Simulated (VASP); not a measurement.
The system is MnO2.

```
Mn O
1.0
     1.42843    0.82471    4.58393
    -1.42843    0.82471    4.58393
     0.00000   -1.64941    4.58393
Mn O
1 2
Direct
  0.00000 0.00000 0.00000
  0.73564 0.73564 0.73564
  0.26436 0.26436 0.26436
```

- Program: VASP 6.6.1
- Task: relaxation of cell and atoms
- Functional: PBEsol
- Potentials or basis: VASP PAW PBE potentials, release 64 (Mn_pv, O)
- Cutoff: 600 eV
- k mesh: 11 × 11 × 11
- Occupations: fermi-dirac, width 0.05 eV
- Spin: collinear spin, ferromagnetic start
- Starting moments: [4.0, 0.0, 0.0] μB
- Hubbard terms: Mn d U = 4.0 eV

At the start: pressure 4.0 GPa; volume 10.80 Å³/atom.

**Question.** Where does the relaxation end?

**Answer.** Over 22 steps the energy falls by 3.3 meV/atom and the volume is 11.14 Å³/atom (+3.1 %); space group R-3m (No. 166, to 0.1 Å) before and after; moment 3.00 μB per cell.

Step by step:
| step | energy change (eV) | largest force (eV/Å) | pressure (GPa) | volume (Å³) |
| --- | --- | --- | --- | --- |
| 1 | 0.0000 | 0.1922 | 4.05 | 32.40 |
| 2 | 0.0043 | 0.4401 | -4.34 | 33.70 |
| 3 | -0.0084 | 0.1034 | 0.18 | 32.97 |
| 4 | -0.0084 | 0.1086 | -0.03 | 32.98 |
| 5 | -0.0092 | 0.0510 | 0.01 | 33.06 |
| 6 | -0.0093 | 0.0196 | -0.04 | 33.10 |
| 7 | -0.0093 | 0.0227 | -0.11 | 33.09 |
| 8 | -0.0093 | 0.0372 | -0.03 | 33.07 |
| 9 | -0.0093 | 0.0246 | -0.03 | 33.09 |
| 10 | -0.0093 | 0.0055 | 0.23 | 33.08 |
| 11 | -0.0093 | 0.0039 | 0.34 | 33.07 |
| 12 | -0.0094 | 0.0045 | 0.26 | 33.08 |
| 13 | -0.0095 | 0.0047 | 0.42 | 33.11 |
| 14 | -0.0096 | 0.0079 | 0.44 | 33.17 |
| 15 | -0.0098 | 0.0123 | 0.48 | 33.28 |
| 16 | -0.0099 | 0.0222 | 0.12 | 33.39 |
| 17 | -0.0100 | 0.0424 | -0.15 | 33.45 |
| 18 | -0.0100 | 0.0373 | -0.02 | 33.44 |
| 19 | -0.0100 | 0.0387 | -0.12 | 33.44 |
| 20 | -0.0100 | 0.0386 | -0.13 | 33.44 |
| 21 | -0.0100 | 0.0111 | 0.09 | 33.42 |
| 22 | -0.0100 | 0.0082 | 0.10 | 33.42 |

Final structure:
```xyz
3
Lattice="1.4411 0.8320 4.6448 -1.4411 0.8320 4.6448 0.0000 -1.6641 4.6448" Properties=species:S:1:pos:R:3 pbc="T T T"
Mn    0.0000    0.0000    0.0000
O     0.0000    0.0000   10.2385
O     0.0000    0.0000    3.6958
```

Caveat: the PAW data sets were made with another functional, which shifts forces and pressure a little; a cell with one magnetic atom can't hold antiferromagnetic order, which such compounds often take.
